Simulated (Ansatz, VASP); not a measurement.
# BN: VASP beside Ansatz

```xyz
6
Lattice="-1.2531 -2.1704 0.0000 1.2531 -2.1704 0.0000 0.0000 0.0000 10.8847" Properties=species:S:1:pos:R:3 pbc="T T T"
B     0.0000   -4.3407    4.9438
B     0.0000   -1.4469    8.2387
B     0.0000   -2.8938    1.6489
N     0.0000   -4.3407    8.2357
N     0.0000   -1.4469    1.6460
N     0.0000   -2.8938    4.9409
```

Alike in both runs: task single point; functional PBE; dispersion D3(BJ); k mesh 10 × 10 × 3; occupations gaussian, width 0.05 eV; no spin polarisation.

```csv
,VASP,Ansatz
version,VASP 6.6.1,Ansatz 0.2.0
potentials or method,"VASP PAW PBE potentials, release 64 (B, N), cutoff 520 eV","scalar-relativistic, plane waves, PAW"
valence electrons in the cell,24,24
```

VASP gave:

- gap on the k mesh at the Fermi level (eV): 4.35
- least direct gap on the mesh (eV): 4.75
- pressure (GPa): 0.0
- traceless stress, the component that is largest in VASP (GPa): -0.71
- rms of the force components (eV/Å): 0.018

Problem. What did Ansatz give for the same quantities?

Solution. gap on the k mesh at the Fermi level (eV): 4.36; least direct gap on the mesh (eV): 4.75; pressure (GPa): 0.0; traceless stress, the component that is largest in VASP (GPa): -0.51; rms of the force components (eV/Å): 0.018.

Atom by atom the forces differ by 0.000 eV/Å (rms over components).
